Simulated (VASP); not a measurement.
# O in VASP: single point with PBEsol

Aim: the single point of O with PBEsol.

All numbers are computed with VASP 6.6.1; they aren't measurements. Logs are shortened: lines on timing, memory, paths and dates and some standing lists are left out, and cuts for length are marked.

**1. The cell of the first run**

The cell holds a slab with vacuum, 2 atoms: a = 3.765 Å, b = 3.765 Å, c = 8.354 Å, α = 90.00°, β = 90.00°, γ = 90.00°.

**2. Single point, PBEsol**

Contents of INCAR:

```
SYSTEM = O
PREC = Accurate
ENCUT = 600
EDIFF = 1E-6
ISMEAR = -1
SIGMA = 0.1
LREAL = .FALSE.
LASPH = .TRUE.
NELM = 120
ALGO = Normal
ISIF = 2
LWAVE = .FALSE.
LCHARG = .TRUE.
GGA = PS
LELF = .TRUE.
LVHAR = .TRUE.
NBANDS = 13
GGA_COMPAT = .FALSE.
```

Contents of KPOINTS:

```
Automatic mesh
0
G
  5 5 2
  0 0 0
```

Contents of POSCAR:

```
O
1.0
    3.7646000000      0.0000000000      0.0000000000
    0.0000000000      3.7646000000      0.0000000000
    0.0000000000      0.0000000000      8.3540000000
O
2
Direct
    0.0000000000      0.0000000000      0.5000000000
    0.5000000000      0.5000000000      0.5000000000
```

Potentials or basis: VASP PAW PBE potentials, release 64 (O).

On the command line:

```bash
$ cat potpaw_PBE.64/O/POTCAR > POTCAR
$ mpirun -np 1 vasp_std > vasp.out
```

OUTCAR:

```text
SYSTEM = O
   PREC = Accurate
   ENCUT = 600
   EDIFF = 1E-6
   ISMEAR = -1
   LREAL = .FALSE.
   LASPH = .TRUE.
   NELM = 120
   ISIF = 2
   GGA = PS

 ion  position               nearest neighbor table
   1  0.000  0.000  0.500-
   2  0.500  0.500  0.500-

  LATTYP: Found a simple tetragonal cell.
 ALAT       =     3.7646000000
 C/A-ratio  =     2.2190936620

  Lattice vectors:

 A1 = (   3.7646000000,   0.0000000000,   0.0000000000)
 A2 = (   0.0000000000,   3.7646000000,   0.0000000000)
 A3 = (   0.0000000000,   0.0000000000,   8.3540000000)

Analysis of symmetry for initial positions (statically):
=====================================================================
 Subroutine PRICEL returns following result:

  LATTYP: Found a simple tetragonal cell.
 ALAT       =     2.6619741885
 C/A-ratio  =     3.1382723530

  Lattice vectors:

 A1 = (   1.8823000000,  -1.8823000000,   0.0000000000)
 A2 = (   1.8823000000,   1.8823000000,   0.0000000000)
 A3 = (   0.0000000000,   0.0000000000,   8.3540000000)

   2 primitive cells build up your supercell.

 Routine SETGRP: Setting up the symmetry group for a
 simple tetragonal supercell.

 Subroutine GETGRP returns: Found 16 space group operations
 (whereof 16 operations were pure point group operations)
 out of a pool of 16 trial point group operations.

The static configuration has the point symmetry D_4h.

Analysis of symmetry for dynamics (positions and initial velocities):
=====================================================================
 Subroutine PRICEL returns following result:

  LATTYP: Found a simple tetragonal cell.
 ALAT       =     2.6619741885
 C/A-ratio  =     3.1382723530

  Lattice vectors:

 A1 = (   1.8823000000,  -1.8823000000,   0.0000000000)
 A2 = (   1.8823000000,   1.8823000000,   0.0000000000)
 A3 = (   0.0000000000,   0.0000000000,   8.3540000000)

   2 primitive cells build up your supercell.

 Routine SETGRP: Setting up the symmetry group for a
 simple tetragonal supercell.

 Subroutine GETGRP returns: Found 16 space group operations
 (whereof 16 operations were pure point group operations)
 out of a pool of 16 trial point group operations.

The dynamic configuration has the point symmetry D_4h.
[... 85 lines left out ...]
   LREAL  =      F    real-space projection
   EDIFFG = 0.1E-04   stopping-criterion for IOM
   NSW    =      0    number of steps for IOM
   IBRION =     -1    ionic relax: 0-MD 1-quasi-New 2-CG
   NFREE  =      0    steps in history (QN), initial steepest desc. (CG)
   ISIF   =      2    stress and relaxation
   ISYM   =      2    0-nonsym 1-usesym 2-fastsym
   POTIM  = 0.5000    time-step for ionic-motion
   TEBEG  =    0.0;   TEEND  =   0.0 temperature during run
   PSTRESS=    0.0 pullay stress
   NELECT =      12.0000    total number of electrons
   NUPDOWN=      -1.0000    fix difference up-down
   EMIN   =  10.00;   EMAX   =-10.00  energy-range for DOS
   EFERMI =   0.00;   METHOD = LEGACY
   ISMEAR =    -1;   SIGMA  =   0.10  broadening in eV -4-tet -1-fermi 0-gaus
   EFERMI_NEDOS =   21; number of points for ismear=-14 and -15
   IALGO  =     38    algorithm
   IMIX   =      4    mixing-type and parameters
     AMIX     =   0.40;   BMIX     =  1.00
     AMIX_MAG =   1.60;   BMIX_MAG =  1.00
  volume/ion in A,a.u.               =      59.20       399.48
  Fermi-wavevector in a.u.,A,eV,Ry     =   0.763293  1.442414  7.926972  0.582616
  Thomas-Fermi vector in A             =   1.862943
   LORBIT       =      0    0 simple, 1 ext, 2 COOP (PROOUT), +10 PAW based schemes
   GGA     = PS    functional components
   LHFCALC =     F    Hartree Fock is set to
   AEXX    =    0.0000 exact exchange contribution
   IVDW    =     0    specifies the selected vdW correction
   LEPSILON=     F    determine dielectric tensor
   LRPA    =     F    only Hartree local field effects (RPA)
 non-spin polarized calculation
  energy-cutoff  :      600.00
  volume of cell :      118.39
 maximum number of plane-waves:      3986
 NGX is ok and might be reduce to    30
   NGX = 15   NGY = 15   NGZ = 33

 number of electron      12.0000002 magnetization

 Free energy of the ion-electron system (eV)
  ---------------------------------------------------
  ext. energy  EPLUGINS =         0.00000000
  ---------------------------------------------------
  free energy    TOTEN  =        -2.84959076 eV

  energy without entropy =       -2.62214768  energy(sigma->0) =       -2.73586922

 E-fermi :  -7.9149     XC(G=0):  -3.3143

 val. band max:       -7.9631076114   @ k =   0.4000   0.0000   0.5000
 cond. band min:      -7.8425545863   @ k =   0.4000   0.2000   0.0000
 fundamental gap:      0.1205530251
 Fermi energy:        -7.9148979667

 k-point     1 :       0.0000    0.0000    0.0000
  band No.  band energies     occupation
      1     -23.6808      2.00000
      2     -22.6234      2.00000
      3      -9.1040      1.99999
      4      -9.1040      1.99999
      5      -8.6324      1.99847
      6      -7.6767      0.16917
      7      -7.2844      0.00365
      8      -7.2844      0.00365
      9       0.4592      0.00000
     10       2.3099      0.00000
     11       3.5559      0.00000
     12       7.1893      0.00000
     13       8.7008      0.00000
[... 162 lines left out ...]
  band No.  band energies     occupation
      1     -23.1738      2.00000
      2     -23.0714      2.00000
      3      -9.6688      2.00000
      4      -9.5134      2.00000
      5      -8.1315      1.79425
      6      -8.0386      1.54995
      7      -7.2694      0.00314
      8      -7.0787      0.00047
      9       4.1255      0.00000
     10       4.5769      0.00000
     11       5.7332      0.00000
     12       6.3506      0.00000
     13       6.4097      0.00000

------------------------ aborting loop because EDIFF is reached ----------------------------------------

  FORCE on cell =-STRESS in cart. coord.  units (eV):
  Direction    XX          YY          ZZ          XY          YZ          ZX
  --------------------------------------------------------------------------------------
  -------------------------------------------------------------------------------------
  Total       -5.4437319     -5.4437319     -0.0433550      0.0000000      0.0000000      0.0000000
  in kB      -73.6673696    -73.6673696     -0.5867017      0.0000000      0.0000000      0.0000000
  external PRESSURE =     -49.3071469 kB  Pullay stress =       0.0000000 kB

 VOLUME and BASIS-vectors are now :
 -----------------------------------------------------------------------------
  energy-cutoff  :      600.00
  volume of cell :      118.39
      direct lattice vectors                 reciprocal lattice vectors
     3.764600000  0.000000000  0.000000000     0.265632471  0.000000000  0.000000000
     0.000000000  3.764600000  0.000000000     0.000000000  0.265632471  0.000000000
     0.000000000  0.000000000  8.354000000     0.000000000  0.000000000  0.119703136

 POSITION                                       TOTAL-FORCE (eV/Angst)
 -----------------------------------------------------------------------------------
      0.00000      0.00000      4.17700        -0.000000     -0.000000      0.000000
      1.88230      1.88230      4.17700         0.000000      0.000000      0.000000
 -----------------------------------------------------------------------------------
    total drift:                                0.000000      0.000000      0.000000

  FREE ENERGIE OF THE ION-ELECTRON SYSTEM (eV)
  ---------------------------------------------------
  free  energy   TOTEN  =        -2.8495907557 eV

  energy  without entropy=       -2.6221476763  energy(sigma->0) =       -2.73586922
```

It took 38 s on 1 thread of Intel Xeon 8259CL, shared host; peak memory 0.23 GiB.

What came out:

- Free energy: -2.8496 eV
- Band gap on the k mesh: zero (bands 6 and 7 overlap by 0.30 eV)

Levels at points of the mesh, in eV from the Fermi level:
| k point | band 4 | band 5 | band 6 | band 7 | band 8 | band 9 |
| --- | --- | --- | --- | --- | --- | --- |
| (0.00, 0.00, 0.00) | -1.19 | -0.72 | 0.24 | 0.63 | 0.63 | 8.37 |
| (0.00, 0.00, 0.50) | -1.19 | -0.72 | 0.24 | 0.63 | 0.63 | 8.95 |

Caveat: the k points lie up to 0.38 Å⁻¹ apart; there is no dipole correction, which matters where the two faces differ; the PAW data sets were made with another functional, which shifts forces and pressure a little.

The gap in the log of VASP goes by the Fermi energy; the results here count the filled bands.